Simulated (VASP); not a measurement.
# Li4TmGe in VASP: single point with PBE

Aim: the single point of Li4TmGe with PBE.

Program: VASP 6.6.1. These are calculated values, not measurements. Logs are shortened: lines on timing, memory, paths and dates and some standing lists are left out, and cuts for length are marked.

## 1. The cell of the first run

The typed cell holds 6 atoms: a = 6.049 Å, b = 6.049 Å, c = 6.049 Å, α = 101.63°, β = 101.63°, γ = 126.63°.

The cell was generated, and may not be a known phase.

## 2. Single point, PBE

Input file INCAR:

```
SYSTEM = Li4TmGe
ALGO = Normal
EDIFF = 1E-6
ENCUT = 750
GGA = PE
GGA_COMPAT = .False.
ISIF = 2
ISMEAR = 0
LASPH = .True.
LCHARG = .False.
LMAXMIX = 6
LREAL = .False.
LWAVE = .False.
NBANDS = 26
NELM = 200
PREC = Accurate
SIGMA = 0.2
```

Input file KPOINTS:

```
k-points
0
Gamma
  5 5 5
  0 0 0
```

Input file POSCAR:

```
Li4TmGe
1.0
   -3.8219622670      3.8219622670      2.7165400319
    3.8219622670     -3.8219622670      2.7165400319
    3.8219622670      3.8219622670     -2.7165400319
Li Tm Ge
4 1 1
Direct
    0.7622600308      0.0826701139      0.3204100831
    0.7622600308      0.4418499476      0.6795899169
    0.0826701139      0.7622600308      0.3204100831
    0.4418499476      0.7622600308      0.6795899169
    0.2622333242      0.2622333242      0.0000000000
    0.7622453428      0.7622453428      0.0000000000
```

Potentials or basis: VASP PAW PBE potentials, release 64 (Li_sv, Tm_3, Ge_d), 4f in core.

Launch:

```
> cat potpaw_PBE.64/Li_sv/POTCAR potpaw_PBE.64/Tm_3/POTCAR potpaw_PBE.64/Ge_d/POTCAR > POTCAR
> mpirun -np 1 vasp_std > vasp.out
```

OUTCAR:

```text
SYSTEM = Li4TmGe
   EDIFF = 1E-6
   ENCUT = 750
   GGA = PE
   ISIF = 2
   ISMEAR = 0
   LASPH = .True.
   LREAL = .False.
   NELM = 200
   PREC = Accurate

 ion  position               nearest neighbor table
   1  0.762  0.083  0.320-   6 2.45
   2  0.762  0.442  0.680-   6 2.45
   3  0.083  0.762  0.320-   6 2.45
   4  0.442  0.762  0.680-   6 2.45
   5  0.262  0.262  0.000-   6 2.72   6 2.72
   6  0.762  0.762  0.000-   1 2.45   3 2.45   2 2.45   4 2.45   5 2.72   5 2.72

  LATTYP: Found a body centered tetragonal cell.
 ALAT       =     7.6439245340
 C/A-ratio  =     0.7107710234

  Lattice vectors:

 A1 = (  -3.8219622670,   3.8219622670,   2.7165400319)
 A2 = (   3.8219622670,  -3.8219622670,   2.7165400319)
 A3 = (   3.8219622670,   3.8219622670,  -2.7165400319)

Analysis of symmetry for initial positions (statically):
=====================================================================
 Subroutine PRICEL returns:
 Original cell was already a primitive cell.

 Routine SETGRP: Setting up the symmetry group for a
 body centered tetragonal supercell.

 Subroutine GETGRP returns: Found  8 space group operations
 (whereof  8 operations were pure point group operations)
 out of a pool of 16 trial point group operations.

The static configuration has the point symmetry C_4v.

Analysis of symmetry for dynamics (positions and initial velocities):
=====================================================================
 Subroutine PRICEL returns:
 Original cell was already a primitive cell.

 Routine SETGRP: Setting up the symmetry group for a
 body centered tetragonal supercell.

 Subroutine GETGRP returns: Found  8 space group operations
 (whereof  8 operations were pure point group operations)
 out of a pool of 16 trial point group operations.

The dynamic configuration has the point symmetry C_4v.

 Subroutine INISYM returns: Found  8 space group operations
 (whereof  8 operations are pure point group operations),
 and found     1 'primitive' translations

----------------------------------------------------------------------------------------

                                     Primitive cell

  volume of cell :     158.7263

  direct lattice vectors                    reciprocal lattice vectors
    -3.821962267  3.821962267  2.716540032     0.000000000  0.130822851  0.184057659
     3.821962267 -3.821962267  2.716540032     0.130822851  0.000000000  0.184057659
     3.821962267  3.821962267 -2.716540032     0.130822851  0.130822851  0.000000000

  length of vectors
     6.049328962  6.049328962  6.049328962     0.225813729  0.225813729  0.185011450

  position of ions in fractional coordinates (direct lattice)
     0.762260031  0.082670114  0.320410083
     0.762260031  0.441849948  0.679589917
     0.082670114  0.762260031  0.320410083
     0.441849948  0.762260031  0.679589917
     0.262233324  0.262233324  0.000000000
     0.762245343  0.762245343  0.000000000

  ion indices of the primitive-cell ions
   primitive index   ion index
                 1           1
                 2           2
                 3           3
                 4           4
                 5           5
                 6           6

----------------------------------------------------------------------------------------

 KPOINTS: k-points

Automatic generation of k-mesh.
 Grid dimensions read from file:
 generate k-points for:    5    5    5

 Generating k-lattice:

  Cartesian coordinates                     Fractional coordinates (reciprocal lattice)
     0.000000000  0.026164570  0.036811532     0.200000000 -0.000000000  0.000000000
     0.026164570  0.000000000  0.036811532    -0.000000000  0.200000000  0.000000000
     0.026164570  0.026164570  0.000000000     0.000000000  0.000000000  0.200000000

  Length of vectors
     0.045162746  0.045162746  0.037002290

  Shift w.r.t. Gamma in fractional coordinates (k-lattice)
     0.000000000  0.000000000  0.000000000

 Subroutine IBZKPT returns following result:
 ===========================================

 Found     18 irreducible k-points:

 Following reciprocal coordinates:
            Coordinates               Weight
  0.000000  0.000000  0.000000      1.000000
  0.200000  0.000000 -0.000000      8.000000
  0.400000  0.000000 -0.000000      8.000000
  0.200000  0.200000 -0.000000      8.000000
  0.400000  0.200000 -0.000000     16.000000
 -0.400000  0.200000  0.000000     16.000000
[... 10 lines left out ...]
 -0.400000  0.400000  0.400000      4.000000
 -0.400000 -0.400000  0.400000      2.000000
   k-points           NKPTS =     18   k-points in BZ     NKDIM =     18   number of bands    NBANDS=     26
   number of dos      NEDOS =    301   number of ions     NIONS =      6
   total plane-waves  NPLWV = 157464
   dimension x,y,z NGX =    54 NGY =   54 NGZ =   54
   dimension x,y,z NGXF=   108 NGYF=  108 NGZF=  108
   ions per type =               4   1   1
   NGX,Y,Z   is equivalent  to a cutoff of  14.84, 14.84, 14.84 a.u.
   NGXF,Y,Z  is equivalent  to a cutoff of  29.68, 29.68, 29.68 a.u.
 SYSTEM =  Li4TmGe
   PREC   = accura    normal or accurate (medium, high low for compatibility)
   ISTART =      0    job   : 0-new  1-cont  2-samecut
   ICHARG =      2    charge: 1-file 2-atom 10-const
   ISPIN  =      1    spin polarized calculation?
   LNONCOLLINEAR =      F non collinear calculations
   LSORBIT =      F    spin-orbit coupling
   LASPH  =      T    aspherical Exc in radial PAW
   ENCUT  =  750.0 eV  55.12 Ry    7.42 a.u.  13.51 13.51 13.51*2*pi/ulx,y,z
   NELM   =    200;   NELMIN=  2; NELMDL= -5     # of ELM steps
   EDIFF  = 0.1E-05   stopping-criterion for ELM
   LREAL  =      F    real-space projection
   EDIFFG = 0.1E-04   stopping-criterion for IOM
   NSW    =      0    number of steps for IOM
   IBRION =     -1    ionic relax: 0-MD 1-quasi-New 2-CG
   NFREE  =      0    steps in history (QN), initial steepest desc. (CG)
   ISIF   =      2    stress and relaxation
   ISYM   =      2    0-nonsym 1-usesym 2-fastsym
   POTIM  = 0.5000    time-step for ionic-motion
   TEBEG  =    0.0;   TEEND  =   0.0 temperature during run
   PSTRESS=    0.0 pullay stress
   NELECT =      35.0000    total number of electrons
   NUPDOWN=      -1.0000    fix difference up-down
   EMIN   =  10.00;   EMAX   =-10.00  energy-range for DOS
   EFERMI =   0.00;   METHOD = LEGACY
   ISMEAR =     0;   SIGMA  =   0.20  broadening in eV -4-tet -1-fermi 0-gaus
   EFERMI_NEDOS =   21; number of points for ismear=-14 and -15
   IALGO  =     38    algorithm
   IMIX   =      4    mixing-type and parameters
     AMIX     =   0.40;   BMIX     =  1.00
     AMIX_MAG =   1.60;   BMIX_MAG =  1.00
  volume/ion in A,a.u.               =      26.45       178.52
  Fermi-wavevector in a.u.,A,eV,Ry     =   0.989042  1.869018 13.309263  0.978203
  Thomas-Fermi vector in A             =   2.120612
   LORBIT       =      0    0 simple, 1 ext, 2 COOP (PROOUT), +10 PAW based schemes
   GGA     = PE    functional components
   LHFCALC =     F    Hartree Fock is set to
   AEXX    =    0.0000 exact exchange contribution
   IVDW    =     0    specifies the selected vdW correction
   LEPSILON=     F    determine dielectric tensor
   LRPA    =     F    only Hartree local field effects (RPA)
 non-spin polarized calculation
 Gauss-broadening in eV      SIGMA  =   0.20
  energy-cutoff  :      750.00
  volume of cell :      158.73
 maximum number of plane-waves:      7427
 NGX is ok and might be reduce to    54
   NGX = 27   NGY = 27   NGZ = 27

 number of electron      34.9999989 magnetization

 Free energy of the ion-electron system (eV)
  ---------------------------------------------------
  ext. energy  EPLUGINS =         0.00000000
  ---------------------------------------------------
  free energy    TOTEN  =       -16.20308033 eV

  energy without entropy =      -16.12359414  energy(sigma->0) =      -16.16333723

 E-fermi :   1.0006     XC(G=0):  -7.5359

 val. band max:        0.9771111735   @ k =   0.2000   0.2000  -0.0000
 cond. band min:       1.0107933754   @ k =   0.2000   0.2000   0.2000
 fundamental gap:      0.0336822019
 Fermi energy:         1.0006161965

 k-point     1 :       0.0000    0.0000    0.0000
  band No.  band energies     occupation
      1     -45.3592      2.00000
      2     -45.3535      2.00000
      3     -45.3466      2.00000
      4     -45.3466      2.00000
      5     -25.5013      2.00000
      6     -25.5013      2.00000
[... 18 lines left out ...]
     25       3.4958      0.00000
     26       5.3923      0.00000

 k-point     2 :       0.2000    0.0000   -0.0000
  band No.  band energies     occupation
      1     -45.3587      2.00000
      2     -45.3540      2.00000
      3     -45.3466      2.00000
      4     -45.3466      2.00000
      5     -25.5018      2.00000
      6     -25.5018      2.00000
[... 18 lines left out ...]
     25       4.4982      0.00000
     26       5.4567      0.00000

 k-point     3 :       0.4000    0.0000   -0.0000
  band No.  band energies     occupation
      1     -45.3572      2.00000
      2     -45.3555      2.00000
      3     -45.3466      2.00000
      4     -45.3466      2.00000
      5     -25.5025      2.00000
      6     -25.5025      2.00000
[... 18 lines left out ...]
     25       4.9053      0.00000
     26       5.6603      0.00000

 k-point     4 :       0.2000    0.2000   -0.0000
  band No.  band energies     occupation
      1     -45.3575      2.00000
      2     -45.3552      2.00000
      3     -45.3469      2.00000
      4     -45.3463      2.00000
      5     -25.5025      2.00000
      6     -25.5025      2.00000
[... 18 lines left out ...]
     25       4.8238      0.00000
     26       5.5313      0.00000

 k-point     5 :       0.4000    0.2000   -0.0000
  band No.  band energies     occupation
      1     -45.3568      2.00000
      2     -45.3559      2.00000
      3     -45.3470      2.00000
      4     -45.3462      2.00000
      5     -25.5026      2.00000
      6     -25.5025      2.00000
[... 18 lines left out ...]
     25       5.0895      0.00000
     26       5.6528      0.00000

 k-point     6 :      -0.4000    0.2000    0.0000
  band No.  band energies     occupation
      1     -45.3582      2.00000
      2     -45.3544      2.00000
      3     -45.3470      2.00000
      4     -45.3462      2.00000
      5     -25.5019      2.00000
      6     -25.5018      2.00000
[... 253 lines left out ...]
 k-point    15 :      -0.2000   -0.4000    0.2000
  band No.  band energies     occupation
      1     -45.3564      2.00000
      2     -45.3563      2.00000
      3     -45.3466      2.00000
      4     -45.3466      2.00000
      5     -25.5026      2.00000
      6     -25.5026      2.00000
[... 18 lines left out ...]
     25       5.1378      0.00000
     26       5.4648      0.00000

 k-point    16 :      -0.2000   -0.2000    0.2000
  band No.  band energies     occupation
      1     -45.3578      2.00000
      2     -45.3549      2.00000
      3     -45.3466      2.00000
      4     -45.3466      2.00000
      5     -25.5025      2.00000
      6     -25.5025      2.00000
[... 18 lines left out ...]
     25       4.7177      0.00000
     26       5.1762      0.00000

 k-point    17 :      -0.4000    0.4000    0.4000
  band No.  band energies     occupation
      1     -45.3578      2.00000
      2     -45.3548      2.00000
      3     -45.3466      2.00000
      4     -45.3466      2.00000
      5     -25.5016      2.00000
      6     -25.5016      2.00000
[... 18 lines left out ...]
     25       4.2024      0.00000
     26       5.2159      0.00000

 k-point    18 :      -0.4000   -0.4000    0.4000
  band No.  band energies     occupation
      1     -45.3573      2.00000
      2     -45.3554      2.00000
      3     -45.3466      2.00000
      4     -45.3466      2.00000
      5     -25.5020      2.00000
      6     -25.5020      2.00000
[... 18 lines left out ...]
     25       4.3283      0.00000
     26       5.5334      0.00000

------------------------ aborting loop because EDIFF is reached ----------------------------------------

  FORCE on cell =-STRESS in cart. coord.  units (eV):
  Direction    XX          YY          ZZ          XY          YZ          ZX
  --------------------------------------------------------------------------------------
  -------------------------------------------------------------------------------------
  Total        0.0795890      0.0795890      0.2628119      0.0000000     -0.0000000      0.0000000
  in kB        0.8033684      0.8033684      2.6528139      0.0000000     -0.0000000      0.0000000
  external PRESSURE =       1.4198502 kB  Pullay stress =       0.0000000 kB

 VOLUME and BASIS-vectors are now :
 -----------------------------------------------------------------------------
  energy-cutoff  :      750.00
  volume of cell :      158.73
      direct lattice vectors                 reciprocal lattice vectors
    -3.821962267  3.821962267  2.716540032     0.000000000  0.130822851  0.184057659
     3.821962267 -3.821962267  2.716540032     0.130822851  0.000000000  0.184057659
     3.821962267  3.821962267 -2.716540032     0.130822851  0.130822851  0.000000000

 POSITION                                       TOTAL-FORCE (eV/Angst)
 -----------------------------------------------------------------------------------
     -1.37277      3.82196      1.42488         0.014670      0.000000      0.000035
      1.37277      3.82196      1.42488        -0.014670     -0.000000      0.000035
      3.82196     -1.37277      1.42488        -0.000000      0.014670      0.000035
      3.82196      1.37277      1.42488        -0.000000     -0.014670      0.000035
      0.00000      0.00000      1.42473        -0.000000      0.000000      0.000802
      0.00000      0.00000      4.14134        -0.000000      0.000000     -0.000940
 -----------------------------------------------------------------------------------
    total drift:                                0.000001      0.000001     -0.000506

  FREE ENERGIE OF THE ION-ELECTRON SYSTEM (eV)
  ---------------------------------------------------
  free  energy   TOTEN  =       -16.2030803251 eV

  energy  without entropy=      -16.1235941387  energy(sigma->0) =      -16.16333723
```

It took 81 s on 1 thread of Intel Xeon 6975P-C (Granite Rapids), shared host; peak memory 0.47 GiB.

Results:

```yaml
Free_energy: -16.2031 eV
Pressure: 0.1 GPa
Largest_force: 0.015 eV/Å
Band_gap_on_the_k_mesh: zero (an odd number of electrons rules out a gap without spin polarisation)
```

Forces in eV/Å, atoms in the order of the input:
```
Li   0.015  0.000  0.000
Li  -0.015  0.000  0.000
Li   0.000  0.015  0.000
Li   0.000 -0.015  0.000
Tm   0.000  0.000  0.001
Ge   0.000  0.000 -0.001
```

Levels at points of the mesh, in eV from the Fermi level:
| k point | band 13 | band 14 | band 15 | band 16 | band 17 | band 18 | band 19 | band 20 | band 21 | band 22 |
| --- | --- | --- | --- | --- | --- | --- | --- | --- | --- | --- |
| (0.00, 0.00, 0.00) | -8.14 | -2.27 | -0.79 | -0.79 | 0.06 | 0.07 | 0.88 | 0.88 | 1.37 | 2.22 |

Caveat: spin-orbit coupling is left out, which moves the levels of the heavy elements; the 4f electrons are frozen in the core, so they carry no moment and show no levels. Spin polarisation is off, so any magnetic state and its effect on volume and gap are missing.

The gap in the log of VASP goes by the Fermi energy; the results here count the filled bands.